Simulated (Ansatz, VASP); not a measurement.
## Be in VASP and in Ansatz

```
Be
1.0
     2.29950    0.00000    0.00000
    -1.14975    1.99143    0.00000
     0.00000    0.00000    3.60090
Be
2
Direct
  0.33333 0.66667 0.25000
  0.66667 0.33333 0.75000
```

Alike in both runs: task single point; functional LDA; k mesh 9 × 9 × 6; occupations gaussian, width 0.1 eV; no spin polarisation.

|  | VASP | Ansatz |
| --- | --- | --- |
| version | VASP 6.6.1 | Ansatz 0.2.0 |
| potentials or method | VASP PAW LDA potentials, release 64 (Be), cutoff 600 eV | scalar-relativistic, plane waves, PAW |
| valence electrons in the cell | 4 | 4 |

Ansatz gave:

* gap on the k mesh at the Fermi level (eV): none
* pressure (GPa): -10.0
* traceless stress, the component that is largest in VASP (GPa): -1.49

Task: Which values does VASP return?

Result: gap on the k mesh at the Fermi level (eV): none; pressure (GPa): -9.7; traceless stress, the component that is largest in VASP (GPa): -1.49.

LDA's correlation is that of Perdew and Zunger in VASP and of Perdew and Wang (1992) in Ansatz. A gap of «none» marks a metal or a gap that the smearing closes.
